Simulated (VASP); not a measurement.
# Ge (Fd-3m) in VASP: further runs, part 2 of 2

VASP 6.6.1. The steps go on from the part before.

## 3. Single point, r2SCAN

This run uses another cell than the first one, of 22.85 Å³/atom, 1.009 times its volume.

Input file POSCAR:

```
Ge
1.0
    0.0000000000      2.8375026871      2.8375026871
    2.8375026871      0.0000000000      2.8375026871
    2.8375026871      2.8375026871      0.0000000000
Ge
2
Direct
    0.5000000000      0.5000000000      0.5000000000
    0.7500000000      0.7500000000      0.7500000000
```

Input file INCAR.step1:

```
SYSTEM = Ge
PREC = Accurate ; ENCUT = 520
ISMEAR = 0 ; SIGMA = 0.02
LREAL = .FALSE. ; LASPH = .TRUE.
NELM = 100 ; NBANDS = 21
GGA = PE ; ALGO = Normal
EDIFF = 1E-4 ; LWAVE = .TRUE.
LCHARG = .FALSE.
```

Input file INCAR.step2:

```
SYSTEM = Ge
PREC = Accurate ; ENCUT = 520
EDIFF = 1E-7 ; ISMEAR = 0
SIGMA = 0.02 ; LREAL = .FALSE.
LASPH = .TRUE. ; NELM = 100
ALGO = Normal ; ISIF = 2
LWAVE = .FALSE. ; LCHARG = .TRUE.
METAGGA = R2SCAN ; LMIXTAU = .TRUE.
LELF = .TRUE. ; LVHAR = .TRUE.
NBANDS = 21 ; ISTART = 1
```

Input file KPOINTS:

```
Automatic mesh
0
G
  12 12 12
  0 0 0
```

Potentials or basis: VASP PAW PBE potentials, release 64 (Ge_d).

Started as:

```
$ cat potpaw_PBE.64/Ge_d/POTCAR > POTCAR
$ cp INCAR.step1 INCAR
$ mpirun -np 1 vasp_std > vasp.out
$ cp INCAR.step2 INCAR
$ mpirun -np 1 vasp_std > vasp.out
```

OUTCAR:

```text
SYSTEM = Ge
   PREC = Accurate
   ENCUT = 520
   EDIFF = 1E-7
   ISMEAR = 0
   LREAL = .FALSE.
   LASPH = .TRUE.
   NELM = 100
   ISIF = 2
   METAGGA = R2SCAN
   ISTART = 1

 ion  position               nearest neighbor table
   1  0.500  0.500  0.500-   2 2.46   2 2.46   2 2.46   2 2.46
   2  0.750  0.750  0.750-   1 2.46   1 2.46   1 2.46   1 2.46

  LATTYP: Found a face centered cubic cell.
 ALAT       =     5.6750053742

  Lattice vectors:

 A1 = (   0.0000000000,   2.8375026871,   2.8375026871)
 A2 = (   2.8375026871,   0.0000000000,   2.8375026871)
 A3 = (   2.8375026871,   2.8375026871,   0.0000000000)

Analysis of symmetry for initial positions (statically):
=====================================================================
 Subroutine PRICEL returns:
 Original cell was already a primitive cell.

 Routine SETGRP: Setting up the symmetry group for a
 face centered cubic supercell.

 Subroutine GETGRP returns: Found 48 space group operations
 (whereof 24 operations were pure point group operations)
 out of a pool of 48 trial point group operations.

The static configuration has the point symmetry T_d .
 The point group associated with its full space group is O_h .

Analysis of symmetry for dynamics (positions and initial velocities):
=====================================================================
 Subroutine PRICEL returns:
 Original cell was already a primitive cell.

 Routine SETGRP: Setting up the symmetry group for a
 face centered cubic supercell.

 Subroutine GETGRP returns: Found 48 space group operations
 (whereof 24 operations were pure point group operations)
 out of a pool of 48 trial point group operations.

The dynamic configuration has the point symmetry T_d .
 The point group associated with its full space group is O_h .

 Subroutine INISYM returns: Found 48 space group operations
 (whereof 24 operations are pure point group operations),
 and found     1 'primitive' translations

[... 106 lines left out ...]
   NUPDOWN=      -1.0000    fix difference up-down
   EMIN   =  10.00;   EMAX   =-10.00  energy-range for DOS
   EFERMI =   0.00;   METHOD = LEGACY
   ISMEAR =     0;   SIGMA  =   0.02  broadening in eV -4-tet -1-fermi 0-gaus
   EFERMI_NEDOS =   21; number of points for ismear=-14 and -15
   IALGO  =     38    algorithm
   IMIX   =      4    mixing-type and parameters
     AMIX     =   0.40;   BMIX     =  1.00
     AMIX_MAG =   1.60;   BMIX_MAG =  1.00
  volume/ion in A,a.u.               =      22.85       154.17
  Fermi-wavevector in a.u.,A,eV,Ry     =   1.390533  2.627726 26.307972  1.933581
  Thomas-Fermi vector in A             =   2.514459
   LORBIT       =      0    0 simple, 1 ext, 2 COOP (PROOUT), +10 PAW based schemes
   METAGGA = R2SCAN    functional components
   LHFCALC =     F    Hartree Fock is set to
   AEXX    =    0.0000 exact exchange contribution
   IVDW    =     0    specifies the selected vdW correction
   LEPSILON=     F    determine dielectric tensor
   LRPA    =     F    only Hartree local field effects (RPA)
 non-spin polarized calculation
 Gauss-broadening in eV      SIGMA  =   0.02
  energy-cutoff  :      520.00
  volume of cell :       45.69
 maximum number of plane-waves:      1248
 NGX is ok and might be reduce to    30
   NGX = 15   NGY = 15   NGZ = 15

 number of electron      28.0000014 magnetization

 Free energy of the ion-electron system (eV)
  ---------------------------------------------------
  ext. energy  EPLUGINS =         0.00000000
  ---------------------------------------------------
  free energy    TOTEN  =       -27.74439819 eV

  energy without entropy =      -27.74439819  energy(sigma->0) =      -27.74439819

 E-fermi :   4.9073     XC(G=0): -10.7722

 val. band max:        4.7116701394   @ k =   0.0000   0.0000   0.0000
 cond. band min:       5.0277840232   @ k =   0.0000   0.0000   0.0000
 fundamental gap:      0.3161138839
 Fermi energy:         4.9072847603

 k-point     1 :       0.0000    0.0000    0.0000
  band No.  band energies     occupation
      1     -20.7702      2.00000
      2     -20.7702      2.00000
      3     -20.7702      2.00000
      4     -20.7316      2.00000
      5     -20.7316      2.00000
      6     -20.5190      2.00000
[... 565 lines left out ...]
     20      14.9108      0.00000
     21      15.6979      0.00000

 [... further k-points ...]
[... 5 lines left out ...]
  --------------------------------------------------------------------------------------
  -------------------------------------------------------------------------------------
  Total        0.0121874      0.0121874      0.0121874      0.0000000      0.0000000      0.0000000
  in kB        0.4273492      0.4273492      0.4273492      0.0000000      0.0000000      0.0000000
  external PRESSURE =       0.4273492 kB  Pullay stress =       0.0000000 kB

 VOLUME and BASIS-vectors are now :
 -----------------------------------------------------------------------------
  energy-cutoff  :      520.00
  volume of cell :       45.69
      direct lattice vectors                 reciprocal lattice vectors
     0.000000000  2.837502687  2.837502687    -0.176211287  0.176211287  0.176211287
     2.837502687  0.000000000  2.837502687     0.176211287 -0.176211287  0.176211287
     2.837502687  2.837502687  0.000000000     0.176211287  0.176211287 -0.176211287

 POSITION                                       TOTAL-FORCE (eV/Angst)
 -----------------------------------------------------------------------------------
      2.83750      2.83750      2.83750        -0.000000     -0.000000     -0.000000
      4.25625      4.25625      4.25625         0.000000      0.000000      0.000000
 -----------------------------------------------------------------------------------
    total drift:                                0.000000     -0.000000     -0.000000

  FREE ENERGIE OF THE ION-ELECTRON SYSTEM (eV)
  ---------------------------------------------------
  free  energy   TOTEN  =       -27.7443981860 eV

  energy  without entropy=      -27.7443981860  energy(sigma->0) =      -27.74439819
```

OUTCAR.step1:

```text
SYSTEM = Ge
   PREC = Accurate
   ENCUT = 520
   ISMEAR = 0
   LREAL = .FALSE.
   LASPH = .TRUE.
[... 800 lines left out ...]
      2.83750      2.83750      2.83750         0.000000     -0.000000      0.000000
      4.25625      4.25625      4.25625        -0.000000      0.000000     -0.000000
 -----------------------------------------------------------------------------------
    total drift:                                0.000000     -0.000000     -0.000000

  FREE ENERGIE OF THE ION-ELECTRON SYSTEM (eV)
  ---------------------------------------------------
  free  energy   TOTEN  =        -9.0173597797 eV

  energy  without entropy=       -9.0173419221  energy(sigma->0) =       -9.01735085
```

OSZICAR.step1:

```text
N       E                     dE             d eps       ncg     rms          rms(c)
DAV:   1     0.193500624643E+03    0.19350E+03   -0.14650E+04  3384   0.366E+03
DAV:   2     0.188296234763E+02   -0.17467E+03   -0.16916E+03  3042   0.620E+02
DAV:   3    -0.817308591252E+01   -0.27003E+02   -0.26818E+02  3489   0.142E+02
DAV:   4    -0.908687824454E+01   -0.91379E+00   -0.91339E+00  3369   0.310E+01
DAV:   5    -0.910187170831E+01   -0.14993E-01   -0.14993E-01  3479   0.439E+00    0.316E+00
DAV:   6    -0.904524399241E+01    0.56628E-01   -0.21389E-02  3448   0.144E+00    0.187E+00
DAV:   7    -0.901547754787E+01    0.29766E-01   -0.46558E-02  3320   0.193E+00    0.146E-01
DAV:   8    -0.901714697756E+01   -0.16694E-02   -0.57750E-03  3424   0.918E-01    0.427E-02
DAV:   9    -0.901734306817E+01   -0.19609E-03   -0.23375E-04  2803   0.176E-01    0.142E-02
DAV:  10    -0.901735977967E+01   -0.16712E-04   -0.30197E-05  2337   0.579E-02
   1 F= -.90173598E+01 E0= -.90173509E+01  d E =-.178575E-04
```

It took 11 min on 1 thread of AMD EPYC 7R13, shared host; peak memory 0.17 GiB.

Results:

* Free energy: -27.7444 eV
* Pressure: 0.0 GPa
* Band gap on the k mesh: 0.32 eV, direct

Levels at points of the mesh, in eV from the valence-band top:
```csv
k point,band 10,band 11,band 12,band 13,band 14,band 15,band 16,band 17,band 18,band 19
"(0.00, 0.00, 0.00)",-25.21,-13.23,0.00,0.00,0.00,0.32,2.71,2.71,2.71,7.04
"(0.50, 0.00, 0.00)",-25.19,-11.06,-7.82,-1.47,-1.47,0.41,3.99,3.99,7.65,11.15
"(0.50, 0.50, 0.00)",-25.17,-9.18,-9.18,-3.19,-3.19,0.98,0.98,10.03,10.03,12.25
```

Caveat: the PAW data sets were made with another functional, which shifts forces and pressure a little.

## 4. Single point, RPBE

This run uses another cell than the first one, of 24.57 Å³/atom, 1.086 times its volume.

Input file INCAR:

```
SYSTEM = Ge
ALGO = Normal ; EDIFF = 1E-6
ENCUT = 520 ; GGA = RP
ISIF = 2 ; ISMEAR = 0
LASPH = .TRUE. ; LCHARG = .FALSE.
LREAL = .FALSE. ; LWAVE = .FALSE.
NBANDS = 21 ; NELM = 100
PREC = Accurate ; SIGMA = 0.02
```

Input file KPOINTS:

```
k-points
0
G
  12 12 12
  0 0 0
```

Input file POSCAR:

```
Ge
1.0
    0.0000000000     -2.9073521601     -2.9073521601
    2.9073521601      0.0000000000     -2.9073521601
    2.9073521601     -2.9073521601      0.0000000000
Ge
2
Direct
    0.0000000000      0.0000000000      0.0000000000
    0.7500000000      0.7500000000      0.7500000000
```

Started as:

```
$ cat potpaw_PBE.64/Ge_d/POTCAR > POTCAR
$ mpirun -np 1 vasp_std > vasp.out
```

Run time: 89 s. Hardware: 1 thread of Intel Xeon 6975P-C, shared host; peak memory 0.18 GiB.

It converged, with:

```yaml
Free_energy: -8.3669 eV
Pressure: -0.1 GPa
Band_gap_on_the_k_mesh: zero (filled and empty bands touch)
```

Levels at points of the mesh, in eV from the Fermi level:
```tsv
k point	band 10	band 11	band 12	band 13	band 14	band 15	band 16	band 17	band 18	band 19
(0.00, 0.00, 0.00)	-24.54	-12.14	-0.59	-0.01	-0.01	-0.01	2.52	2.52	2.52	6.45
(0.50, 0.00, 0.00)	-24.52	-10.25	-7.22	-1.29	-1.29	0.03	3.71	3.71	7.24	10.21
(0.50, 0.50, 0.00)	-24.51	-8.57	-8.57	-2.80	-2.80	0.92	0.92	8.89	8.89	10.94
```

Caveat: the PAW data sets were made with another functional, which shifts forces and pressure a little.

## 5. Summary

| level | cell | k mesh | smearing | gap on the mesh (eV) | pressure (GPa) |
| --- | --- | --- | --- | --- | --- |
| r2SCAN | a = 4.000 Å, angles 60.0°, 2 atoms | 6 × 6 × 6 | gaussian 0.1 eV | 0.41 | 0.6 |
| r2SCAN | a = 4.013 Å, angles 60.0°, 2 atoms | 12 × 12 × 12 | gaussian 0.02 eV | 0.32 | 0.0 |
| RPBE | a = 4.112 Å, angles 60.0°, 2 atoms | 12 × 12 × 12 | gaussian 0.02 eV | none | -0.1 |

Alike in all rows: task single point; potentials or basis VASP PAW PBE potentials, release 64 (Ge_d); no spin polarisation; cutoff (eV) 520.

Caveats: the PAW data sets were made with another functional, which shifts forces and pressure a little.

Total energies depend on the potentials used, so only differences within one code and one set of settings carry meaning.

## 6. Comparison with measurements

Step 2. Against the measured gap of Ge, 0.666 eV (indirect; 293 K; “Electronic and optical properties of SixGe1-x-ySny alloys lattice-matched to Ge”, 2021, arxiv:2109.02782), the calculated 0.41 eV is off by -0.26 eV. 3 values of this kind are on record (0.666 to 0.807 eV); this one was drawn at random among those near their median. Spin-orbit coupling on Ge is left out. The value is that of r2SCAN on a finite k mesh, which can miss the band edges, without temperature or zero-point motion.

Step 3. Measured gap of Ge: 0.807 eV (direct; 300 K; “Electronic and optical properties of SixGe1-x-ySny alloys lattice-matched to Ge”, 2021, arxiv:2109.02782). This calculation gives 0.32 eV (-0.49 eV). 3 values of this kind are on record (0.666 to 0.807 eV); this one was drawn at random among those near their median. Spin-orbit coupling on Ge is left out. The value is that of r2SCAN on a finite k mesh, which can miss the band edges, without temperature or zero-point motion.

Step 4. Measured gap of Ge: 0.666 eV (indirect; 293 K; “Electronic and optical properties of SixGe1-x-ySny alloys lattice-matched to Ge”, 2021, arxiv:2109.02782). This calculation gives 0.00 eV (-0.67 eV). 3 values of this kind are on record (0.666 to 0.807 eV); this one was drawn at random among those near their median. Spin-orbit coupling on Ge is left out. The value is that of RPBE on a finite k mesh, which can miss the band edges, without temperature or zero-point motion. Semilocal functionals fall short of measured gaps as a rule.
